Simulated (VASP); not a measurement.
Runs of VASP 6.6.1 on Fe. The structure is that of space group P6_3/mmc (No. 194), or close to it. The cells are those of the table. This isn't the form of Fe at room conditions, which is bcc.

| task | cell | k mesh | cutoff (eV) | gap on the mesh (eV) | pressure (GPa) |
| --- | --- | --- | --- | --- | --- |
| relaxation of cell and atoms | relaxed from a = 2.554, b = 2.554, c = 8.341 Å, angles 90.0, 90.0, 120.0°, 4 atoms | 14 × 14 × 4 | 600 | - | 0.0 |
| single point | a = 2.485, b = 2.485, c = 7.988 Å, angles 90.0, 90.0, 120.0°, 4 atoms | 19 × 19 × 6 | 520 | none | (a) |
| single point | a = 2.381, b = 2.381, c = 7.655 Å, angles 90.0, 90.0, 120.0°, 4 atoms | 16 × 16 × 5 | 520 | none | 43.4 |
| single point | a = 2.451, b = 2.451, c = 7.880 Å, angles 90.0, 90.0, 120.0°, 4 atoms | 16 × 16 × 5 | 520 | none | 11.4 |
| single point | a = 2.549, b = 2.549, c = 8.195 Å, angles 90.0, 90.0, 120.0°, 4 atoms | 16 × 16 × 5 | 520 | none | -16.0 |

Alike in all rows: level BLYP; potentials or basis VASP PAW PBE potentials, release 64 (Fe); no spin polarisation; smearing fermi-dirac 0.1 eV.

Problem. Estimate the missing entries.

Solution. (a) 0.1.

Caveats: the PAW data sets were made with another functional, which shifts forces and pressure a little; the run has no spin polarisation, though such a crystal can be magnetic; the cell stands under pressure (at least some runs); the highest band is partly filled, so the run has too few bands (at least some runs); the cell stands under tension (at least some runs).

A gap of «none» marks levels without a gap at the run's occupations.
